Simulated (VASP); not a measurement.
## PbO: single point with PBEsol

Crystal: PbO.

```
Pb O
1.0
     5.94502    0.00000    0.00000
     0.00000    5.53067    0.00000
     0.00000    0.00000    4.71430
Pb O
4 4
Direct
  0.22879 0.98872 0.25000
  0.77121 0.01128 0.75000
  0.22879 0.51128 0.75000
  0.77121 0.48872 0.25000
  0.86484 0.09195 0.25000
  0.13516 0.90805 0.75000
  0.86484 0.40805 0.75000
  0.13516 0.59195 0.25000
```

| Quantity | Value |
| --- | --- |
| Program | VASP 6.6.1 |
| Task | single point |
| Functional | PBEsol |
| Potentials or basis | VASP PAW PBE potentials, release 64 (Pb_d, O) |
| Cutoff | 600 eV |
| k mesh | 6 × 6 × 6 |
| Occupations | gaussian, width 0.02 eV |
| Spin | no spin polarisation |
| Dipole correction | no |
| Further INCAR settings | ALGO = Normal; EDIFF = 1e-06; NBANDS = 50 |

```yaml
Pressure: 0.1 GPa
Largest_force: 0.040 eV/Å
Band_gap_on_the_k_mesh: 2.05 eV (least direct gap 2.33 eV)
```

Forces in eV/Å, atoms in the order of the input:
```
Pb   0.037  0.015  0.000
Pb  -0.037 -0.015  0.000
Pb   0.037 -0.015  0.000
Pb  -0.037  0.015  0.000
O   -0.011 -0.008  0.000
O    0.011  0.008  0.000
O   -0.011  0.008  0.000
O    0.011 -0.008  0.000
```

Stress tensor (GPa, compression positive):
```
 0.09  0.00  0.00
 0.00  0.09  0.00
 0.00  0.00 -0.01
```

Levels at points of the mesh, in eV from the valence-band top:
```csv
k point,band 38,band 39,band 40,band 41,band 42,band 43
"(0.00, 0.00, 0.00)",-1.20,-0.32,-0.04,3.30,3.77,4.63
"(0.50, 0.00, 0.00)",-0.66,-0.50,0.00,2.65,3.11,3.77
"(0.00, 0.50, 0.00)",-0.96,-0.18,-0.18,3.96,3.96,4.80
"(0.50, 0.50, 0.00)",-0.64,-0.49,-0.49,3.00,3.00,4.05
"(0.00, 0.00, 0.50)",-0.79,-0.25,-0.25,4.08,4.08,4.83
"(0.50, 0.00, 0.50)",-0.49,-0.39,-0.39,3.09,3.09,3.62
"(0.00, 0.50, 0.50)",-0.76,-0.76,-0.76,3.35,3.35,3.35
"(0.50, 0.50, 0.50)",-0.54,-0.54,-0.54,2.44,2.44,2.44
```

It took 18 min on 1 thread of Oxide Virtual Turin-like Processor, with other jobs on the host, peak memory 0.56 GiB.

Caveat: the PAW data sets were made with another functional, which shifts forces and pressure a little; spin-orbit coupling is left out, which moves the levels of the heavy elements. A k mesh can miss the band edges.
